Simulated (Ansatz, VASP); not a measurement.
# Bi: VASP beside Ansatz

Contents of INCAR:

```
SYSTEM = Bi
ALGO = Normal ; EDIFF = 1E-6
ENCUT = 500 ; GGA = PS
GGA_COMPAT = .False. ; ISIF = 2
ISMEAR = -1 ; LASPH = .True.
LCHARG = .False. ; LREAL = .False.
LWAVE = .False. ; NBANDS = 14
NELM = 120 ; PREC = Accurate
SIGMA = 0.1
```

File KPOINTS:

```
k-points
0
Gamma
  6 6 6
  0 0 0
```

The input POSCAR:

```
Bi
1.0
   -2.0338450000      2.0338450000      2.0338450000
    2.0338450000     -2.0338450000      2.0338450000
    2.0338450000      2.0338450000     -2.0338450000
Bi
1
Direct
    0.0000000000      0.0000000000      0.0000000000
```

Input for Ansatz:

```yaml
crystal:
  lattice:
    - [-2.033845, 2.033845, 2.033845]
    - [2.033845, -2.033845, 2.033845]
    - [2.033845, 2.033845, -2.033845]
  atoms:
    - { symbol: Bi, position: [0.0, 0.0, 0.0] }
  symmetry: { tolerance: 0.0003 }
kpoints:
  mp_grid: { grid: [6, 6, 6], shift: [0, 0, 0] }
magnetization:
  spin_polarized: false
scf:
  occupations: { method: fermi_dirac }
hamiltonian:
  pseudopotentials: { kind: paw }
  xc: pbesol
basis:
  ecutwfc: 420
  xc_grid: 1
output:
  forces: true
  stress: true
  eigenvalues: true
  write_density: true
  write_potential: true
  elf: true
  volumetric_format: npy
```

Alike in both runs: task single point; functional PBEsol; k mesh 6 × 6 × 6; no spin polarisation.

|  | VASP | Ansatz |
| --- | --- | --- |
| version | VASP 6.6.1 | Ansatz 0.2.0 |
| potentials or method | VASP PAW PBE potentials, release 64 (Bi_d), cutoff 500 eV | PAW plane waves |
| occupations | fermi-dirac, width 0.1 eV | fermi-dirac |
| valence electrons in the cell | 15 | 15 |

|  | VASP | Ansatz | Ansatz less VASP |
| --- | --- | --- | --- |
| gap on the k mesh at the Fermi level (eV) | none | none | - |
| pressure (GPa) | -5.3 | -5.3 | +0.06 |

VASP's potentials were made for PBE, not for PBEsol. A gap of «none» marks a metal or a gap that the smearing closes.

The k mesh is coarse, so the values compare programs but aren't converged. Spin-orbit coupling is off throughout.
